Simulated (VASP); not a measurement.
# GaN: relaxation of cell and atoms with PBE

Crystal: GaN.

```
CELL_PARAMETERS angstrom
0.00000 2.25350 2.25350
2.25350 0.00000 2.25350
2.25350 2.25350 0.00000
ATOMIC_POSITIONS crystal
Ga 0.00000 0.00000 0.00000
N 0.75000 0.75000 0.75000
```

| Property | Result |
| --- | --- |
| Program | VASP 6.6.1 |
| Task | relaxation of cell and atoms |
| Functional | PBE |
| Potentials or basis | VASP PAW PBE potentials, release 64 (Ga_d, N) |
| Cutoff | 600 eV |
| k mesh | 8 × 8 × 8 |
| Occupations | fermi-dirac, width 0.1 eV |
| Spin | no spin polarisation |
| Dipole correction | no |
| Further INCAR settings | ALGO = Normal; EDIFF = 1e-07; IBRION = 2; EDIFFG = -0.05; NSW = 80; ISIF = 3 |

```json
{
  "Relaxed volume": "11.76 Å³/atom",
  "Relaxed cell": "a = 3.216 Å, b = 3.216 Å, c = 3.216 Å, α = 60.00°, β = 60.00°, γ = 60.00°",
  "Space group after relaxing (to 0.05 Å)": "F-43m (No. 216)",
  "Energy gained by relaxing": "4.7 meV/atom",
  "Ionic steps": "3",
  "Pressure after relaxing": "0.0 GPa",
  "Band gap on the k mesh": "1.55 eV, direct"
}
```

The path:
| step | energy change (eV) | largest force (eV/Å) | pressure (GPa) | volume (Å³) |
| --- | --- | --- | --- | --- |
| 1 | 0.0000 | 0.0000 | 4.91 | 22.89 |
| 2 | -0.0029 | 0.0000 | -3.73 | 24.07 |
| 3 | -0.0094 | 0.0000 | -0.02 | 23.52 |

Final structure:
```
Ga N
1.0
     0.00000    2.27407    2.27407
     2.27407    0.00000    2.27407
     2.27407    2.27407    0.00000
Ga N
1 1
Direct
  0.00000 0.00000 0.00000
  0.75000 0.75000 0.75000
```

Levels at points of the mesh, in eV from the valence-band top:
```tsv
k point	band 6	band 7	band 8	band 9	band 10	band 11	band 12	band 13
(0.00, 0.00, 0.00)	-13.13	0.00	0.00	0.00	1.55	10.13	10.13	10.13
(0.50, 0.00, 0.00)	-11.88	-6.86	-0.93	-0.93	4.45	8.59	10.22	10.22
(0.50, 0.50, 0.00)	-11.45	-6.01	-2.61	-2.61	3.34	6.50	11.52	13.67
```

Wall time 30 s on 1 thread of AMD EPYC 7R13 Processor (Zen 3), on a shared host, peak memory 0.14 GiB.
